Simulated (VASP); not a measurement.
# Al9H in VASP: further runs, part 2 of 2

VASP 6.6.1. The steps go on from the part before.

## 3. Single point, PBE

The input, INCAR:

```
PREC = Accurate
ENCUT = 520
EDIFF = 1E-6
ISMEAR = 0
SIGMA = 0.1
LREAL = F
LASPH = T
NELM = 60
ALGO = Normal
ISIF = 2
LWAVE = F
LCHARG = F
LDIPOL = T
IDIPOL = 3
DIPOL = 0.5 0.5 0.315
GGA = PE
NBANDS = 25
```

The input, KPOINTS:

```
regular mesh
0
Gamma
  9 3 1
```

The input, POSCAR:

```
Al9H
1.0
    2.8543223330      0.0000000000      0.0000000000
   -1.4271611665      9.7033329366      0.0000000000
    0.0000000000      0.0000000000     21.7902708969
Al H
9 1
Direct
    0.5324485604      0.0648971207      0.1835681630
    0.6709687938      0.3419375876      0.2292758741
    0.2986728405      0.5973456810      0.2384174163
    0.9263768872      0.8527537744      0.2475589585
    0.0639738222      0.1277383808      0.2937147080
    0.1995905480      0.4042696935      0.3452583266
    0.8288544886      0.6597110299      0.3524478004
    0.4526361687      0.9111292155      0.3607640453
    0.5925232094      0.1814597089      0.4034034702
    0.8425232094      0.4314597089      0.4983999946
```

Potentials or basis: VASP PAW PBE potentials, release 64 (Al, H).

Launch:

```bash
$ cat potpaw_PBE.64/Al/POTCAR potpaw_PBE.64/H/POTCAR > POTCAR
$ mpirun -np 1 vasp_std > vasp.out
```

OUTCAR:

```text
PREC = Accurate
   ENCUT = 520
   EDIFF = 1E-6
   ISMEAR = 0
   LREAL = F
   LASPH = T
   NELM = 60
   ISIF = 2
   GGA = PE

 ion  position               nearest neighbor table
   1  0.532  0.065  0.184-   5 2.86   5 2.86   2 2.87   4 2.87   4 2.87
   2  0.671  0.342  0.229-   1 2.87   3 2.87   3 2.87   5 2.89   5 2.89   6 2.96   6 2.97
   3  0.299  0.597  0.238-   4 2.87   4 2.87   2 2.87   2 2.87   7 2.93   7 2.93   6 2.99
   4  0.926  0.853  0.248-   5 2.85   3 2.87   3 2.87   1 2.87   1 2.87   8 2.90   8 2.91   7 2.96

   5  0.064  0.128  0.294-   9 2.83   9 2.83   4 2.85   1 2.86   1 2.86   2 2.89   2 2.89   6 2.91
                             8 2.93   8 2.93
   6  0.200  0.404  0.345-   7 2.86   7 2.87   9 2.88   9 2.89   5 2.91   2 2.96   2 2.97   3 2.99

   7  0.829  0.660  0.352-   8 2.83   8 2.83   6 2.86   6 2.87   3 2.93   3 2.93   4 2.96
   8  0.453  0.911  0.361-   9 2.78   7 2.83   7 2.83   4 2.90   4 2.91   5 2.93   5 2.93
   9  0.593  0.181  0.403-   8 2.78   5 2.83   5 2.83   6 2.88   6 2.89
  10  0.843  0.431  0.498-

  LATTYP: Found a base centered orthorhombic cell.
 ALAT       =     2.8543223330
 B/A-ratio  =     6.7990449603
 C/A-ratio  =     7.6341311018

  Lattice vectors:

 A1 = (   1.4271611665,  -9.7033329366,   0.0000000000)
 A2 = (   1.4271611665,   9.7033329366,   0.0000000000)
 A3 = (   0.0000000000,   0.0000000000,  21.7902708969)

Analysis of symmetry for initial positions (statically):
=====================================================================
 Subroutine PRICEL returns:
 Original cell was already a primitive cell.

 Routine SETGRP: Setting up the symmetry group for a
 base centered orthorhombic supercell.

 Subroutine GETGRP returns: Found  1 space group operations
 (whereof  1 operations were pure point group operations)
 out of a pool of  8 trial point group operations.

The static configuration has the point symmetry C_1 .

Analysis of symmetry for dynamics (positions and initial velocities):
=====================================================================
 Subroutine PRICEL returns:
 Original cell was already a primitive cell.

 Routine SETGRP: Setting up the symmetry group for a
 base centered orthorhombic supercell.

 Subroutine GETGRP returns: Found  1 space group operations
 (whereof  1 operations were pure point group operations)
 out of a pool of  8 trial point group operations.

The dynamic configuration has the point symmetry C_1 .

 Subroutine INISYM returns: Found  1 space group operations
 (whereof  1 operations are pure point group operations),
 and found     1 'primitive' translations

----------------------------------------------------------------------------------------

                                     Primitive cell

  volume of cell :     603.5129

  direct lattice vectors                    reciprocal lattice vectors
     2.854322333  0.000000000  0.000000000     0.350345856  0.051528686  0.000000000
    -1.427161166  9.703332937  0.000000000     0.000000000  0.103057373  0.000000000
     0.000000000  0.000000000 21.790270897     0.000000000  0.000000000  0.045892041

  length of vectors
     2.854322333  9.807724460 21.790270897     0.354114987  0.103057373  0.045892041

  position of ions in fractional coordinates (direct lattice)
[... 94 lines left out ...]
   NGX,Y,Z   is equivalent  to a cutoff of  13.98, 13.56, 12.36 a.u.
   NGXF,Y,Z  is equivalent  to a cutoff of  27.96, 27.12, 24.72 a.u.
 SYSTEM =  unknown system
   PREC   = accura    normal or accurate (medium, high low for compatibility)
   ISTART =      0    job   : 0-new  1-cont  2-samecut
   ICHARG =      2    charge: 1-file 2-atom 10-const
   ISPIN  =      1    spin polarized calculation?
   LNONCOLLINEAR =      F non collinear calculations
   LSORBIT =      F    spin-orbit coupling
   LASPH  =      T    aspherical Exc in radial PAW
   ENCUT  =  520.0 eV  38.22 Ry    6.18 a.u.   5.31 18.24 40.52*2*pi/ulx,y,z
   NELM   =     60;   NELMIN=  2; NELMDL= -5     # of ELM steps
   EDIFF  = 0.1E-05   stopping-criterion for ELM
   LREAL  =      F    real-space projection
   EDIFFG = 0.1E-04   stopping-criterion for IOM
   NSW    =      0    number of steps for IOM
   IBRION =     -1    ionic relax: 0-MD 1-quasi-New 2-CG
   NFREE  =      0    steps in history (QN), initial steepest desc. (CG)
   ISIF   =      2    stress and relaxation
   ISYM   =      2    0-nonsym 1-usesym 2-fastsym
   POTIM  = 0.5000    time-step for ionic-motion
   TEBEG  =    0.0;   TEEND  =   0.0 temperature during run
   PSTRESS=    0.0 pullay stress
   NELECT =      28.0000    total number of electrons
   NUPDOWN=      -1.0000    fix difference up-down
   EMIN   =  10.00;   EMAX   =-10.00  energy-range for DOS
   EFERMI =   0.00;   METHOD = LEGACY
   ISMEAR =     0;   SIGMA  =   0.10  broadening in eV -4-tet -1-fermi 0-gaus
   EFERMI_NEDOS =   21; number of points for ismear=-14 and -15
   IALGO  =     38    algorithm
   IMIX   =      4    mixing-type and parameters
     AMIX     =   0.40;   BMIX     =  1.00
     AMIX_MAG =   1.60;   BMIX_MAG =  1.00
  volume/ion in A,a.u.               =      60.35       407.27
  Fermi-wavevector in a.u.,A,eV,Ry     =   0.588255  1.111640  4.708207  0.346043
  Thomas-Fermi vector in A             =   1.635447
   LORBIT       =      0    0 simple, 1 ext, 2 COOP (PROOUT), +10 PAW based schemes
   GGA     = PE    functional components
   LHFCALC =     F    Hartree Fock is set to
   AEXX    =    0.0000 exact exchange contribution
   IVDW    =     0    specifies the selected vdW correction
   LEPSILON=     F    determine dielectric tensor
   LRPA    =     F    only Hartree local field effects (RPA)
 non-spin polarized calculation
 Gauss-broadening in eV      SIGMA  =   0.10
  energy-cutoff  :      520.00
  volume of cell :      603.51
 maximum number of plane-waves:     16329
 NGX is ok and might be reduce to    24
   NGX = 11   NGY = 37   NGZ = 81

 dipolmoment           0.000000      0.000000     -0.081863 electrons x Angstroem

 number of electron      28.0000000 magnetization

 dipolmoment           0.000000      0.000000      0.213716 electrons x Angstroem

 Free energy of the ion-electron system (eV)
  ---------------------------------------------------
  ext. energy  EPLUGINS =         0.00000000
  ---------------------------------------------------
  free energy    TOTEN  =       -31.66290727 eV

  energy without entropy =      -31.64421852  energy(sigma->0) =      -31.65356289

 E-fermi :  -1.6260     XC(G=0):  -3.6194

 val. band max:       -1.6340743178   @ k =   0.4444   0.0000   0.0000
 cond. band min:      -1.5030698253   @ k =   0.2222   0.0000   0.0000
 fundamental gap:      0.1310044925
 Fermi energy:        -1.6260491065

 k-point     1 :       0.0000    0.0000    0.0000
  band No.  band energies     occupation
      1     -11.6427      2.00000
      2     -10.1075      2.00000
      3      -9.9849      2.00000
      4      -9.3353      2.00000
      5      -7.5055      2.00000
      6      -7.4754      2.00000
[... 381 lines left out ...]
     24       2.8274      0.00000
     25       2.9395      0.00000

------------------------ aborting loop because EDIFF is reached ----------------------------------------

 vacuum level on the upper side and lower side of the slab       (xc-potential included)         0.616        -0.745

  FORCE on cell =-STRESS in cart. coord.  units (eV):
  Direction    XX          YY          ZZ          XY          YZ          ZX
  --------------------------------------------------------------------------------------
  -------------------------------------------------------------------------------------
  Total       -7.8787920     -6.8303340     -0.2142734      0.9631927     -0.7370513     -0.0732280
  in kB      -20.9162411    -18.1328448     -0.5688428      2.5570379     -1.9566886     -0.1944023
  external PRESSURE =     -13.2059762 kB  Pullay stress =       0.0000000 kB

 VOLUME and BASIS-vectors are now :
 -----------------------------------------------------------------------------
  energy-cutoff  :      520.00
  volume of cell :      603.51
      direct lattice vectors                 reciprocal lattice vectors
     2.854322333  0.000000000  0.000000000     0.350345856  0.051528686  0.000000000
    -1.427161166  9.703332937  0.000000000     0.000000000  0.103057373  0.000000000
     0.000000000  0.000000000 21.790270897     0.000000000  0.000000000  0.045892041

 POSITION                                       TOTAL-FORCE (eV/Angst)
 -----------------------------------------------------------------------------------
      1.42716      0.62972      4.00000        -0.000905      0.170920     -0.010674
      1.42716      3.31793      4.99598         0.005955      0.025646     -0.055323
     -0.00000      5.79624      5.19518        -0.009884     -0.035392     -0.042174
      1.42716      8.27455      5.39438         0.005916     -0.153657     -0.198284
      0.00030      1.23949      6.40012         0.006050      0.027587     -0.024540
     -0.00726      3.92276      7.52327        -0.008847      0.084078      0.196284
      1.42430      6.40140      7.67993         0.008307     -0.153532      0.135606
     -0.00836      8.84099      7.86115         0.004518      0.007772      0.102901
      1.43228      1.76076      8.79027         0.014866      0.248766      0.310189
      1.78907      4.18660     10.86027        -0.025977     -0.222188     -0.413985
 -----------------------------------------------------------------------------------
    total drift:                               -0.000106     -0.000047     -0.000054

  FREE ENERGIE OF THE ION-ELECTRON SYSTEM (eV)
  ---------------------------------------------------
  free  energy   TOTEN  =       -31.6629072729 eV

  energy  without entropy=      -31.6442185165  energy(sigma->0) =      -31.65356289

 vacuum level on the upper side and lower side of the slab         3.997         2.604
```

It took 8.1 min on 1 thread of Intel Xeon Platinum 8488C (Sapphire Rapids), shared host; peak memory 0.69 GiB.

Results:

| Item | Value |
| --- | --- |
| Free energy | -31.6629 eV |
| Largest force | 0.471 eV/Å |
| Band gap on the k mesh | zero (band 14 reaches -1.36 eV, above the bottom of band 15 at -2.36 eV) |

Forces in eV/Å, atoms in the order of the input:
```
Al  -0.001  0.171 -0.011
Al   0.006  0.026 -0.055
Al  -0.010 -0.035 -0.042
Al   0.006 -0.154 -0.198
Al   0.006  0.028 -0.025
Al  -0.009  0.084  0.196
Al   0.008 -0.154  0.136
Al   0.005  0.008  0.103
Al   0.015  0.249  0.310
H   -0.026 -0.222 -0.414
```

## 4. Single point, PBE

The input, INCAR:

```
SYSTEM = Al9H
PREC     = Accurate       ! precision mode
ENCUT    = 520            ! plane-wave cutoff, eV
EDIFF    = 1E-7           ! SCF threshold, eV
ISMEAR   = 0              ! smearing method
SIGMA    = 0.1            ! smearing width, eV
LREAL    = .False.        ! projectors in reciprocal space
LASPH    = .True.         ! aspherical terms in the spheres
NELM     = 100            ! most SCF steps
ALGO     = Normal         ! electronic algorithm
ISIF     = 2              ! what is computed and relaxed
LWAVE    = .False.        ! write WAVECAR
LCHARG   = .False.        ! write CHGCAR
LDIPOL   = .True.       
IDIPOL   = 3            
DIPOL    = 0.5 0.5 0.321
GGA      = PE             ! functional
NBANDS   = 25             ! bands
```

The input, KPOINTS:

```
Automatic mesh
0
Gamma
  9 3 1
  0 0 0
```

POSCAR: that of step 3 with these lines changed.

```diff
@@ -17,2 +17,2 @@
     0.5925232094      0.1814597089      0.4034034702
-    0.8425232094      0.4314597089      0.4983999946
+    0.8425232094      0.4314597089      0.5534704435
```

Launch:

```bash
$ cat potpaw_PBE.64/Al/POTCAR potpaw_PBE.64/H/POTCAR > POTCAR
$ mpirun -np 1 vasp_std > vasp.out
```

Run time: 7.9 min. Hardware: 1 thread of Intel Xeon Platinum 8488C (Sapphire Rapids), shared host; peak memory 0.69 GiB.

Results (log left out):

- Free energy: -31.3688 eV
- Largest force: 0.256 eV/Å
- Band gap on the k mesh: zero (band 14 reaches -1.42 eV, above the bottom of band 15 at -2.57 eV)

Forces on the atoms (eV/Å):
```
Al   0.006  0.164  0.090
Al   0.003  0.059 -0.014
Al  -0.007 -0.005  0.004
Al  -0.003 -0.165 -0.196
Al   0.001  0.016 -0.035
Al   0.013  0.081  0.077
Al   0.002 -0.129  0.030
Al   0.000  0.000  0.097
Al  -0.012  0.019  0.067
H   -0.003 -0.040 -0.120
```

Levels at points of the mesh, in eV from the Fermi level:
| k point | band 10 | band 11 | band 12 | band 13 | band 14 | band 15 | band 16 | band 17 | band 18 | band 19 |
| --- | --- | --- | --- | --- | --- | --- | --- | --- | --- | --- |
| (0.00, 0.00, 0.00) | -2.29 | -1.89 | -1.61 | -1.43 | -1.10 | -0.93 | 1.05 | 1.95 | 2.15 | 2.59 |

## 5. Single point, PBE

The input, INCAR:

```
ALGO = Normal
DIPOL = 0.5 0.5 0.304
EDIFF = 1E-7
ENCUT = 520
GGA = PE
IDIPOL = 3
ISIF = 2
ISMEAR = 0
LASPH = T
LCHARG = F
LDIPOL = T
LREAL = F
LWAVE = F
NBANDS = 25
NELM = 100
PREC = Accurate
SIGMA = 0.1
```

The input, KPOINTS:

```
k-points
0
Gamma
  9 3 1
```

POSCAR: that of step 4 with these lines changed.

```diff
@@ -17,2 +17,2 @@
     0.5925232094      0.1814597089      0.4034034702
-    0.8425232094      0.4314597089      0.5534704435
+    0.9675232094      0.5564597089      0.3896358580
```

Launch:

```bash
$ cat potpaw_PBE.64/Al/POTCAR potpaw_PBE.64/H/POTCAR > POTCAR
$ mpirun -np 1 vasp_std > vasp.out
```

Run time: 8.2 min. Hardware: 1 thread of Intel Xeon Platinum 8488C (Sapphire Rapids), shared host; peak memory 0.68 GiB.

Results (log left out):

| Property | Result |
| --- | --- |
| Free energy | -33.0576 eV |
| Largest force | 4.779 eV/Å |
| Band gap on the k mesh | zero (band 14 reaches -0.78 eV, above the bottom of band 15 at -1.40 eV) |

Forces in eV/Å, atoms in the order of the input:
```
Al   0.012  0.160  0.087
Al   0.024 -0.073  0.022
Al   0.065 -0.040  0.256
Al   0.020  0.012 -0.229
Al  -0.021 -0.014 -0.024
Al  -0.168 -0.604 -0.246
Al  -1.480  3.612 -2.757
Al   0.014 -0.159  0.048
Al   0.009  0.117 -0.072
H    1.525 -3.011  2.913
```

Levels at points of the mesh, in eV from the Fermi level:
```tsv
k point	band 12	band 13	band 14	band 15	band 16	band 17
(0.00, 0.00, 0.00)	-1.71	-1.67	-1.23	0.61	1.60	1.84
```
